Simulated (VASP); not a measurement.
# GaN (P6_3mc) in VASP: notebook, part 2 of 2

VASP 6.6.1. The steps go on from the part before.

## 5. Single point, r2SCAN (strain +0.000 along x and y, +0.015 along z)

POSCAR reads:

```
GaN
1.0
    3.1830984299      0.0000000000      0.0000000000
   -1.5915492150      2.7566441030      0.0000000000
    0.0000000000      0.0000000000      5.2613501861
Ga N
2 2
Direct
    0.3333333333      0.6666666667      0.9991101046
    0.6666666667      0.3333333333      0.4991101046
    0.3333333333      0.6666666667      0.3758898954
    0.6666666667      0.3333333333      0.8758898954
```

INCAR.step1 reads:

```
SYSTEM = GaN
ALGO = Normal
EDIFF = 1E-4
ENCUT = 520
GGA = PE
ISMEAR = 0
LASPH = .True.
LCHARG = .False.
LREAL = .False.
LWAVE = .True.
NBANDS = 26
NELM = 60
PREC = Accurate
SIGMA = 0.05
```

INCAR.step2 reads:

```
SYSTEM = GaN
ALGO = Normal
EDIFF = 1E-6
ENCUT = 520
ISIF = 2
ISMEAR = 0
ISTART = 1
LASPH = .True.
LCHARG = .False.
LMIXTAU = .True.
LREAL = .False.
LWAVE = .False.
METAGGA = R2SCAN
NBANDS = 26
NELM = 60
PREC = Accurate
SIGMA = 0.05
```

KPOINTS reads:

```
k-points
0
Gamma
  12 12 6
  0 0 0
```

Potentials or basis: VASP PAW PBE potentials, release 64 (Ga_d, N).

Command:

```sh
cat potpaw_PBE.64/Ga_d/POTCAR potpaw_PBE.64/N/POTCAR > POTCAR
cp INCAR.step1 INCAR
mpirun -np 1 vasp_std > vasp.out
cp INCAR.step2 INCAR
mpirun -np 1 vasp_std > vasp.out
```

OUTCAR:

```text
SYSTEM = GaN
   EDIFF = 1E-6
   ENCUT = 520
   ISIF = 2
   ISMEAR = 0
   ISTART = 1
   LASPH = .True.
   LREAL = .False.
   METAGGA = R2SCAN
   NELM = 60
   PREC = Accurate

 ion  position               nearest neighbor table
   1  0.333  0.667  0.999-   4 1.95   4 1.95   4 1.95   3 1.98
   2  0.667  0.333  0.499-   3 1.95   3 1.95   3 1.95   4 1.98
   3  0.333  0.667  0.376-   2 1.95   2 1.95   2 1.95   1 1.98
   4  0.667  0.333  0.876-   1 1.95   1 1.95   1 1.95   2 1.98

  LATTYP: Found a hexagonal cell.
 ALAT       =     3.1830984299
[... 897 lines left out ...]
  Direction    XX          YY          ZZ          XY          YZ          ZX
  --------------------------------------------------------------------------------------
  -------------------------------------------------------------------------------------
  Total        0.0560325      0.0560325     -1.5745955     -0.0000000      0.0000000      0.0000000
  in kB        1.9445653      1.9445653    -54.6451469     -0.0000000      0.0000000      0.0000000
  external PRESSURE =     -16.9186721 kB  Pullay stress =       0.0000000 kB

 VOLUME and BASIS-vectors are now :
 -----------------------------------------------------------------------------
  energy-cutoff  :      520.00
  volume of cell :       46.17
      direct lattice vectors                 reciprocal lattice vectors
     3.183098430  0.000000000  0.000000000     0.314159308  0.181379961  0.000000000
    -1.591549215  2.756644103  0.000000000     0.000000000  0.362759922  0.000000000
     0.000000000  0.000000000  5.261350186     0.000000000  0.000000000  0.190065281

 POSITION                                       TOTAL-FORCE (eV/Angst)
 -----------------------------------------------------------------------------------
     -0.00000      1.83776      5.25667         0.000000     -0.000000      0.136370
      1.59155      0.91888      2.62599        -0.000000      0.000000      0.136370
     -0.00000      1.83776      1.97769        -0.000000     -0.000000     -0.136370
      1.59155      0.91888      4.60836        -0.000000      0.000000     -0.136370
 -----------------------------------------------------------------------------------
    total drift:                                0.000002      0.000004      0.021962

  FREE ENERGIE OF THE ION-ELECTRON SYSTEM (eV)
  ---------------------------------------------------
  free  energy   TOTEN  =       -43.8117055074 eV

  energy  without entropy=      -43.8117055074  energy(sigma->0) =      -43.81170551
```

It took 3.3 min on 1 thread of Intel Xeon Platinum 8488C (Sapphire Rapids), shared host; peak memory 0.22 GiB.

What came out:

```
Free energy            : -43.8117 eV
Pressure               : -1.7 GPa
Largest force          : 0.136 eV/Å
Band gap on the k mesh : 2.20 eV
```

Forces on the atoms (eV/Å):
```
Ga   0.000  0.000  0.136
Ga   0.000  0.000  0.136
N    0.000  0.000 -0.136
N    0.000  0.000 -0.136
```

Caveat: the cell differs from its parent crystal (strain +0.000 along x and y, +0.015 along z); the stress differs along the axes, from -5 to 0 GPa; the PAW data sets were made with another functional, which shifts forces and pressure a little.

## 6. Single point, r2SCAN (strain +0.015 along x and y, -0.015 along z)

POSCAR reads:

```
GaN
1.0
    3.2308449063      0.0000000000      0.0000000000
   -1.6154224532      2.7979937646      0.0000000000
    0.0000000000      0.0000000000      5.1058422989
Ga N
2 2
Direct
    0.3333333333      0.6666666667      0.9991101046
    0.6666666667      0.3333333333      0.4991101046
    0.3333333333      0.6666666667      0.3758898954
    0.6666666667      0.3333333333      0.8758898954
```

INCAR.step1 reads:

```
PREC = Accurate
ENCUT = 520
ISMEAR = 0
SIGMA = 0.05
LREAL = False
LASPH = True
NELM = 80
NBANDS = 26
GGA = PE
ALGO = Normal
EDIFF = 1E-4
LWAVE = True
LCHARG = False
```

INCAR.step2 reads:

```
PREC = Accurate
ENCUT = 520
EDIFF = 1E-7
ISMEAR = 0
SIGMA = 0.05
LREAL = False
LASPH = True
NELM = 80
ALGO = Normal
ISIF = 2
LWAVE = False
LCHARG = True
METAGGA = R2SCAN
LMIXTAU = True
LELF = True
LVHAR = True
NBANDS = 26
ISTART = 1
```

KPOINTS reads:

```
Automatic mesh
0
Gamma
  12 12 6
```

Potentials or basis: VASP PAW PBE potentials, release 64 (Ga_d, N).

Command:

```sh
cat potpaw_PBE.64/Ga_d/POTCAR potpaw_PBE.64/N/POTCAR > POTCAR
cp INCAR.step1 INCAR
mpirun -np 1 vasp_std > vasp.out
cp INCAR.step2 INCAR
mpirun -np 1 vasp_std > vasp.out
```

Wall time 3.2 min (1 thread of Intel Xeon Platinum 8488C (Sapphire Rapids), shared host); peak memory 0.21 GiB.

It converged, with:

| Item | Value |
| --- | --- |
| Free energy | -43.7868 eV |
| Pressure | -1.6 GPa |
| Largest force | 0.339 eV/Å |
| Band gap on the k mesh | 2.25 eV |

Forces on the atoms (eV/Å):
```
Ga   0.000  0.000 -0.339
Ga   0.000  0.000 -0.339
N    0.000  0.000  0.339
N    0.000  0.000  0.339
```

Stress tensor (GPa, compression positive):
```
-5.47  0.00  0.00
 0.00 -5.47  0.00
 0.00  0.00  6.19
```

Levels at points of the mesh, in eV from the valence-band top:
```tsv
k point	band 16	band 17	band 18	band 19	band 20	band 21
(0.00, 0.00, 0.00)	-0.05	-0.05	0.00	2.25	4.41	10.07
(0.50, 0.00, 0.00)	-2.92	-2.24	-0.99	5.31	6.02	6.68
(0.00, 0.00, 0.50)	-0.65	-0.65	-0.65	4.54	4.54	9.24
(0.50, 0.00, 0.50)	-2.04	-1.84	-1.84	4.88	4.88	8.38
```

Caveat: the cell differs from its parent crystal (strain +0.015 along x and y, -0.015 along z); the stress differs along the axes, from -5 to 6 GPa; the PAW data sets were made with another functional, which shifts forces and pressure a little.

## 7. Overview

```csv
cell,gap on the mesh (eV),pressure (GPa),largest force (eV/Å)
"a = 3.135, b = 3.135, c = 5.261 Å, angles 90.0, 90.0, 120.0°, 4 atoms",2.35,4.6,0.32
"a = 3.135, b = 3.135, c = 5.339 Å, angles 90.0, 90.0, 120.0°, 4 atoms",2.18,1.8,0.39
"a = 3.231, b = 3.231, c = 5.028 Å, angles 90.0, 90.0, 120.0°, 4 atoms",2.34,1.7,0.59
"a = 3.183, b = 3.183, c = 5.261 Å, angles 90.0, 90.0, 120.0°, 4 atoms",2.20,-1.7,0.14
"a = 3.231, b = 3.231, c = 5.106 Å, angles 90.0, 90.0, 120.0°, 4 atoms",2.25,-1.6,0.34
```

Alike in all rows: task single point; level r2SCAN; potentials or basis VASP PAW PBE potentials, release 64 (Ga_d, N); no spin polarisation; k mesh 12 × 12 × 6; cutoff (eV) 520; smearing gaussian 0.05 eV.

Caveats: the PAW data sets were made with another functional, which shifts forces and pressure a little; the stress differs along the axes, from -4 to 9 GPa (at least some runs); the stress differs along the axes, from -10 to 8 GPa (at least some runs); the stress differs along the axes, from -5 to 14 GPa (at least some runs); the stress differs along the axes, from -5 to 0 GPa (at least some runs); the stress differs along the axes, from -5 to 6 GPa (at least some runs).

Total energies depend on the potentials used, so only differences within one code and one set of settings carry meaning.
